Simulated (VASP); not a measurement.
# TaN (P6/mmm) in VASP: further runs, part 2 of 2

VASP 6.6.1. Earlier steps stand in the parts before.

## (4) Relaxation of cell and atoms, PBE, target pressure 3 GPa, at which the enthalpy is minimised

The input, INCAR:

```
SYSTEM = TaN
ALGO     = Normal         ! electronic algorithm
EDIFF    = 1E-6           ! SCF threshold, eV
EDIFFG   = -0.008         ! ionic threshold
ENCUT    = 600            ! plane-wave cutoff, eV
GGA      = PE             ! functional
IBRION   = 2              ! ionic algorithm
ISIF     = 3              ! what is computed and relaxed
ISMEAR   = 0              ! smearing method
LASPH    = .True.         ! aspherical terms in the spheres
LCHARG   = .False.        ! write CHGCAR
LREAL    = .False.        ! projectors in reciprocal space
LWAVE    = .False.        ! write WAVECAR
NELM     = 100            ! most SCF steps
NSW      = 70             ! ionic steps
PREC     = Accurate       ! precision mode
PSTRESS  = 30.0         
SIGMA    = 0.1            ! smearing width, eV
```

The input, KPOINTS:

```
k-points
0
Gamma
  12 12 12
  0 0 0
```

The input, POSCAR:

```
TaN
1.0
    5.2144196408      0.0000000000      0.0000000000
   -2.6072098204      4.5158198749      0.0000000000
    0.0000000000      0.0000000000      2.8945227999
Ta N
3 3
Direct
    0.0000000000      0.0000000000      0.0000000000
    0.3333333333      0.6666666667      0.5000000000
    0.6666666667      0.3333333333      0.5000000000
    0.5000000000      0.0000000000      0.0000000000
    0.5000000000      0.5000000000      0.0000000000
    0.0000000000      0.5000000000      0.0000000000
```

Potentials or basis: VASP PAW PBE potentials, release 64 (Ta_pv, N).

Started as:

```console
> cat potpaw_PBE.64/Ta_pv/POTCAR potpaw_PBE.64/N/POTCAR > POTCAR
> mpirun -np 1 vasp_std > vasp.out
```

OUTCAR:

```text
SYSTEM = TaN
   EDIFF = 1E-6
   EDIFFG = -0.008
   ENCUT = 600
   GGA = PE
   IBRION = 2
   ISIF = 3
   ISMEAR = 0
   LASPH = .True.
   LREAL = .False.
   NELM = 100
   NSW = 70
   PREC = Accurate
   PSTRESS = 30.0

 ion  position               nearest neighbor table
   1  0.000  0.000  0.000-   5 2.61   6 2.61   6 2.61   5 2.61   4 2.61   4 2.61   3 3.34   3 3.34
                             2 3.34   2 3.34   2 3.34   3 3.34   2 3.34   3 3.34   2 3.34   3 3.34
   2  0.333  0.667  0.500-   4 2.09   4 2.09   6 2.09   6 2.09   5 2.09   5 2.09   3 3.01   3 3.01
                             3 3.01   1 3.34   1 3.34   1 3.34   1 3.34   1 3.34   1 3.34
   3  0.667  0.333  0.500-   4 2.09   4 2.09   6 2.09   6 2.09   5 2.09   5 2.09   2 3.01   2 3.01
                             2 3.01   1 3.34   1 3.34   1 3.34   1 3.34   1 3.34   1 3.34
   4  0.500  0.000  0.000-   2 2.09   3 2.09   2 2.09   3 2.09   1 2.61   1 2.61
   5  0.500  0.500  0.000-   2 2.09   3 2.09   2 2.09   3 2.09   1 2.61   1 2.61
   6  0.000  0.500  0.000-   2 2.09   3 2.09   2 2.09   3 2.09   1 2.61   1 2.61

  LATTYP: Found a hexagonal cell.
 ALAT       =     5.2144196408
 C/A-ratio  =     0.5550997041

  Lattice vectors:

 A1 = (   5.2144196408,   0.0000000000,   0.0000000000)
 A2 = (  -2.6072098204,   4.5158198749,   0.0000000000)
 A3 = (   0.0000000000,   0.0000000000,   2.8945227999)

Analysis of symmetry for initial positions (statically):
=====================================================================
 Subroutine PRICEL returns:
 Original cell was already a primitive cell.

 Routine SETGRP: Setting up the symmetry group for a
 hexagonal supercell.

 Subroutine GETGRP returns: Found 24 space group operations
 (whereof 24 operations were pure point group operations)
 out of a pool of 24 trial point group operations.

The static configuration has the point symmetry D_6h.

Analysis of symmetry for dynamics (positions and initial velocities):
=====================================================================
 Subroutine PRICEL returns:
 Original cell was already a primitive cell.

 Routine SETGRP: Setting up the symmetry group for a
 hexagonal supercell.

 Subroutine GETGRP returns: Found 24 space group operations
 (whereof 24 operations were pure point group operations)
 out of a pool of 24 trial point group operations.

The dynamic configuration has the point symmetry D_6h.

 Subroutine INISYM returns: Found 24 space group operations
 (whereof 24 operations are pure point group operations),
 and found     1 'primitive' translations

----------------------------------------------------------------------------------------

                                     Primitive cell

  volume of cell :      68.1584

  direct lattice vectors                    reciprocal lattice vectors
     5.214419641  0.000000000  0.000000000     0.191775896  0.110721865  0.000000000
    -2.607209820  4.515819875  0.000000000     0.000000000  0.221443731  0.000000000
     0.000000000  0.000000000  2.894522800     0.000000000  0.000000000  0.345480091

  length of vectors
     5.214419641  5.214419641  2.894522800     0.221443731  0.221443731  0.345480091

  position of ions in fractional coordinates (direct lattice)
     0.000000000  0.000000000  0.000000000
     0.333333333  0.666666667  0.500000000
     0.666666667  0.333333333  0.500000000
     0.500000000  0.000000000  0.000000000
     0.500000000  0.500000000  0.000000000
     0.000000000  0.500000000  0.000000000

[... 63 lines left out ...]
   number of dos      NEDOS =    301   number of ions     NIONS =      6
   total plane-waves  NPLWV =  42336
   dimension x,y,z NGX =    42 NGY =   42 NGZ =   24
   dimension x,y,z NGXF=    84 NGYF=   84 NGZF=   48
   ions per type =               3   3
   NGX,Y,Z   is equivalent  to a cutoff of  13.39, 13.39, 13.78 a.u.
   NGXF,Y,Z  is equivalent  to a cutoff of  26.78, 26.78, 27.57 a.u.
 SYSTEM =  TaN
   PREC   = accura    normal or accurate (medium, high low for compatibility)
   ISTART =      0    job   : 0-new  1-cont  2-samecut
   ICHARG =      2    charge: 1-file 2-atom 10-const
   ISPIN  =      1    spin polarized calculation?
   LNONCOLLINEAR =      F non collinear calculations
   LSORBIT =      F    spin-orbit coupling
   LASPH  =      T    aspherical Exc in radial PAW
   ENCUT  =  600.0 eV  44.10 Ry    6.64 a.u.  10.41 10.41  5.78*2*pi/ulx,y,z
   NELM   =    100;   NELMIN=  2; NELMDL= -5     # of ELM steps
   EDIFF  = 0.1E-05   stopping-criterion for ELM
   LREAL  =      F    real-space projection
   EDIFFG = -.8E-02   stopping-criterion for IOM
   NSW    =     70    number of steps for IOM
   IBRION =      2    ionic relax: 0-MD 1-quasi-New 2-CG
   NFREE  =      1    steps in history (QN), initial steepest desc. (CG)
   ISIF   =      3    stress and relaxation
   ISYM   =      2    0-nonsym 1-usesym 2-fastsym
   POTIM  = 0.5000    time-step for ionic-motion
   TEBEG  =    0.0;   TEEND  =   0.0 temperature during run
   PSTRESS=   30.0 pullay stress
   NELECT =      48.0000    total number of electrons
   NUPDOWN=      -1.0000    fix difference up-down
   EMIN   =  10.00;   EMAX   =-10.00  energy-range for DOS
   EFERMI =   0.00;   METHOD = LEGACY
   ISMEAR =     0;   SIGMA  =   0.10  broadening in eV -4-tet -1-fermi 0-gaus
   EFERMI_NEDOS =   21; number of points for ismear=-14 and -15
   IALGO  =     38    algorithm
   IMIX   =      4    mixing-type and parameters
     AMIX     =   0.40;   BMIX     =  1.00
     AMIX_MAG =   1.60;   BMIX_MAG =  1.00
  volume/ion in A,a.u.               =      11.36        76.66
  Fermi-wavevector in a.u.,A,eV,Ry     =   1.456516  2.752417 28.863945  2.121440
  Thomas-Fermi vector in A             =   2.573425
   LORBIT       =      0    0 simple, 1 ext, 2 COOP (PROOUT), +10 PAW based schemes
   GGA     = PE    functional components
   LHFCALC =     F    Hartree Fock is set to
   AEXX    =    0.0000 exact exchange contribution
   IVDW    =     0    specifies the selected vdW correction
   LEPSILON=     F    determine dielectric tensor
   LRPA    =     F    only Hartree local field effects (RPA)
 conjugate gradient relaxation of ions
 non-spin polarized calculation
 Gauss-broadening in eV      SIGMA  =   0.10
  energy-cutoff  :      600.00
  volume of cell :       68.16
 maximum number of plane-waves:      2322
 NGX is ok and might be reduce to    42
   NGX = 21   NGY = 21   NGZ = 11

--------------------------------------- Ionic step        1  -------------------------------------------

 number of electron      47.9999997 magnetization

 Free energy of the ion-electron system (eV)
  ---------------------------------------------------
  ext. energy  EPLUGINS =         0.00000000
  ---------------------------------------------------
  free energy    TOTEN  =       -64.74195001 eV

  energy without entropy =      -64.73875113  energy(sigma->0) =      -64.74035057

------------------------ aborting loop because EDIFF is reached ----------------------------------------

  FORCE on cell =-STRESS in cart. coord.  units (eV):
  Direction    XX          YY          ZZ          XY          YZ          ZX
  --------------------------------------------------------------------------------------
  -------------------------------------------------------------------------------------
  Total        3.5949325      3.5949325      5.2090406      0.0000000      0.0000000      0.0000000
  in kB       84.5048729     84.5048729    122.4471731      0.0000000      0.0000000      0.0000000
  external PRESSURE =      67.1523063 kB  Pullay stress =      30.0000000 kB
[... 155 lines left out ...]
--------------------------------------- Ionic step        5  -------------------------------------------

 number of electron      47.9999999 magnetization

 Free energy of the ion-electron system (eV)
  ---------------------------------------------------
  ext. energy  EPLUGINS =         0.00000000
  ---------------------------------------------------
  free energy    TOTEN  =       -64.79707480 eV

  energy without entropy =      -64.79375683  energy(sigma->0) =      -64.79541582

 E-fermi :   7.9842     XC(G=0): -12.9113

 val. band max:        7.9704732504   @ k =   0.1667  -0.0000   0.2500
 cond. band min:       8.0029225397   @ k =   0.1667  -0.0000   0.0000
 fundamental gap:      0.0324492893
 Fermi energy:         7.9842112293

 k-point     1 :       0.0000    0.0000    0.0000
  band No.  band energies     occupation
      1     -28.2745      2.00000
      2     -28.2745      2.00000
      3     -27.9137      2.00000
      4     -27.9137      2.00000
      5     -27.6883      2.00000
      6     -27.5845      2.00000
[... 733 lines left out ...]
     27       9.7204      0.00000
     28       9.8298      0.00000

 [... further k-points ...]

------------------------ aborting loop because EDIFF is reached ----------------------------------------

  FORCE on cell =-STRESS in cart. coord.  units (eV):
  Direction    XX          YY          ZZ          XY          YZ          ZX
  --------------------------------------------------------------------------------------
  -------------------------------------------------------------------------------------
  Total        1.3002751      1.3002751      1.3155068      0.0000000      0.0000000      0.0000000
  in kB       29.9640545     29.9640545     30.3150588      0.0000000      0.0000000      0.0000000
  external PRESSURE =       0.0810559 kB  Pullay stress =      30.0000000 kB
[... 25 lines left out ...]
  energy  without entropy=      -64.7937568331  energy(sigma->0) =      -64.79541582

  enthalpy is  TOTEN    =       -63.4952398249 eV   P V=        1.3018349751

 reached required accuracy - stopping structural energy minimisation
```

Run time: 15 min. Hardware: 1 thread of Intel Xeon Platinum 8488C (Sapphire Rapids), shared host; peak memory 0.39 GiB.

Results:

* Free energy: -64.7971 eV
* Relaxed volume: 11.59 Å³/atom
* Relaxed cell: a = 5.244 Å, b = 5.244 Å, c = 2.919 Å, α = 90.00°, β = 90.00°, γ = 120.00°
* Space group after relaxing (to 0.1 Å): P6/mmm (No. 191)
* Energy change on relaxing (the run minimises the enthalpy): -9.2 meV/atom
* Ionic steps: 5
* Pressure after relaxing: 3.0 GPa
* Band gap on the k mesh: zero (bands 24 and 25 overlap by 2.11 eV)

Step by step:
```tsv
step	energy change (eV)	largest force (eV/Å)	pressure (GPa)	volume (Å³)
1	0.0000	0.0000	9.72	68.16
2	0.0546	0.0000	-11.28	72.96
3	-0.0551	0.0000	2.92	69.53
4	-0.0546	0.0000	3.04	69.50
5	-0.0551	0.0000	3.01	69.53
```

Final structure:
```yaml
crystal:
  lattice:
    - [5.24439, 0.00000, 0.00000]
    - [-2.62219, 4.54177, 0.00000]
    - [0.00000, 0.00000, 2.91894]
  atoms:
    - { symbol: Ta, position: [0.00000, 0.00000, 0.00000] }
    - { symbol: Ta, position: [0.33333, 0.66667, 0.50000] }
    - { symbol: Ta, position: [0.66667, 0.33333, 0.50000] }
    - { symbol: N, position: [0.50000, 0.00000, 0.00000] }
    - { symbol: N, position: [0.50000, 0.50000, 0.00000] }
    - { symbol: N, position: [0.00000, 0.50000, 0.00000] }
```

Caveat: the cell is relaxed towards a set pressure, so the run minimises the enthalpy, not the energy; spin-orbit coupling is left out, which moves the levels of the heavy elements.

## (5) Summary

| cell | gap on the mesh (eV) | pressure (GPa) |
| --- | --- | --- |
| relaxed to 8 GPa from a = 5.211, b = 5.211, c = 2.901 Å, angles 90.0, 90.0, 120.0°, 6 atoms | none | 8.0 |
| relaxed to -3 GPa from a = 5.314, b = 5.314, c = 2.950 Å, angles 90.0, 90.0, 120.0°, 6 atoms | none | -3.1 |
| relaxed to 3 GPa from a = 5.214, b = 5.214, c = 2.895 Å, angles 90.0, 90.0, 120.0°, 6 atoms | none | 3.0 |

Alike in all rows: task relaxation of cell and atoms; level PBE; potentials or basis VASP PAW PBE potentials, release 64 (Ta_pv, N); no spin polarisation; k mesh 12 × 12 × 12; cutoff (eV) 600; smearing gaussian 0.1 eV.

Caveats: the cell is relaxed towards a set pressure, so the run minimises the enthalpy, not the energy; spin-orbit coupling is left out, which moves the levels of the heavy elements.

Absolute energies hang on the potentials; compare differences alone.
